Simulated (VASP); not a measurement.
Runs of VASP 6.6.1 on NaI. The structure is that of space group Fm-3m (No. 225), or close to it. The cells are those of the table. 

```tsv
level	cell	k mesh	smearing	gap on the mesh (eV)	pressure (GPa)
PBE	a = 4.590, b = 4.590, c = 4.568 Å, angles 60.2, 60.2, 59.7°, 2 atoms	8 × 8 × 8	fermi-dirac 0.02 eV	3.62	0.4
PBE	a = 4.568 Å, angles 60.0°, 2 atoms	8 × 8 × 8	fermi-dirac 0.02 eV	3.66	0.5
r2SCAN	a = 4.590, b = 4.590, c = 4.568 Å, angles 60.2, 60.2, 59.7°, 2 atoms	8 × 8 × 8	gaussian 0.01 eV	(a)	-0.2
PBE	a = 4.590, b = 4.590, c = 4.568 Å, angles 60.2, 60.2, 59.7°, 2 atoms	4 × 4 × 4	gaussian 0.01 eV	3.62	0.4
```

Alike in all rows: task single point; potentials or basis VASP PAW PBE potentials, release 64 (Na_pv, I); no spin polarisation; cutoff (eV) 520.

Fill in the values left out.

(a) 4.42.

Caveats: spin-orbit coupling is left out, which moves the levels of the heavy elements; the PAW data sets were made with another functional, which shifts forces and pressure a little (at least some runs).

A k mesh can miss the band edges, and the runs leave out spin-orbit coupling on I.
